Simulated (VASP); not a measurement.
## HfO2: relaxation of cell and atoms with PBE

Crystal: HfO2.

```
CELL_PARAMETERS angstrom
3.55802 0.00000 0.00000
0.00000 3.55802 0.00000
0.00000 0.00000 5.17186
ATOMIC_POSITIONS crystal
Hf 0.50000 0.50000 0.50000
Hf 0.00000 0.00000 0.00000
O 0.00000 0.50000 0.69721
O 0.50000 0.00000 0.80279
O 0.50000 0.00000 0.30279
O 0.00000 0.50000 0.19721
```

```yaml
Program: VASP 6.6.1
Task: relaxation of cell and atoms
Functional: PBE
Potentials_or_basis: VASP PAW PBE potentials, release 64 (Hf_pv, O)
Cutoff: 600 eV
k_mesh: 6 × 6 × 4
Occupations: gaussian, width 0.1 eV
Spin: no spin polarisation
Dipole_correction: no
Further_INCAR_settings: ALGO = Normal; EDIFF = 1e-06; IBRION = 2; EDIFFG = -0.05; NSW = 100; ISIF = 3
```

```json
{
  "Relaxed volume": "11.18 Å³/atom",
  "Relaxed cell": "a = 3.588 Å, b = 3.588 Å, c = 5.210 Å, α = 90.00°, β = 90.00°, γ = 90.00°",
  "Space group after relaxing (to 0.05 Å)": "P4_2/nmc (No. 137)",
  "Energy gained by relaxing": "5.1 meV/atom",
  "Ionic steps": "3",
  "Pressure after relaxing": "-0.1 GPa",
  "Largest force after relaxing": "0.043 eV/Å",
  "Band gap on the k mesh": "4.65 eV, indirect (least direct gap 4.73 eV)"
}
```

Forces in eV/Å, atoms in the order of the input:
```
Hf   0.000  0.000  0.000
Hf   0.000  0.000  0.000
O    0.000  0.000 -0.043
O    0.000  0.000  0.043
O    0.000  0.000  0.043
O    0.000  0.000 -0.043
```

Stress tensor (GPa, compression positive):
```
-0.19  0.00  0.00
 0.00 -0.19  0.00
 0.00  0.00  0.10
```

Step by step:
```tsv
step	energy change (eV)	largest force (eV/Å)	pressure (GPa)	volume (Å³)
1	0.0000	0.0978	6.26	65.47
2	0.0416	0.2384	-8.52	69.60
3	-0.0305	0.0430	-0.09	67.06
```

Final structure:
```
CELL_PARAMETERS angstrom
3.58773 0.00000 0.00000
0.00000 3.58773 0.00000
0.00000 0.00000 5.20982
ATOMIC_POSITIONS crystal
Hf 0.50000 0.50000 0.50000
Hf 0.00000 0.00000 0.00000
O 0.00000 0.50000 0.69757
O 0.50000 0.00000 0.80243
O 0.50000 0.00000 0.30243
O 0.00000 0.50000 0.19757
```

Levels at points of the mesh, in eV from the valence-band top:
```
           k point  band 18  band 19  band 20  band 21  band 22  band 23  band 24  band 25  band 26
(0.00, 0.00, 0.00)    -1.30    -0.66    -0.13    -0.08    -0.08     4.65     4.66     5.84     6.06
(0.50, 0.00, 0.00)    -2.13    -1.42    -1.42    -0.14    -0.14     5.05     5.05     6.03     6.03
(0.50, 0.50, 0.00)    -1.04    -0.77    -0.77    -0.54    -0.54     5.66     5.66     6.02     6.02
(0.00, 0.00, 0.50)    -2.68    -0.65    -0.65     0.00     0.00     5.29     5.29     5.58     5.58
(0.50, 0.00, 0.50)    -1.89    -1.38    -1.38    -0.95    -0.95     5.18     5.18     5.53     5.53
(0.50, 0.50, 0.50)    -1.88    -1.39    -1.39    -0.06    -0.06     5.85     5.85     6.19     6.19
```

It took 2.2 min on 1 thread of Intel(R) Xeon(R) Platinum 8375C CPU @ 2.90GHz (Ice Lake) (shared host), peak memory 0.21 GiB.

Caveat: spin-orbit coupling is left out, which moves the levels of the heavy elements; the relaxation stopped at a loose force limit of 0.05 eV/Å, so its end isn't a converged minimum. A k mesh can miss the band edges.
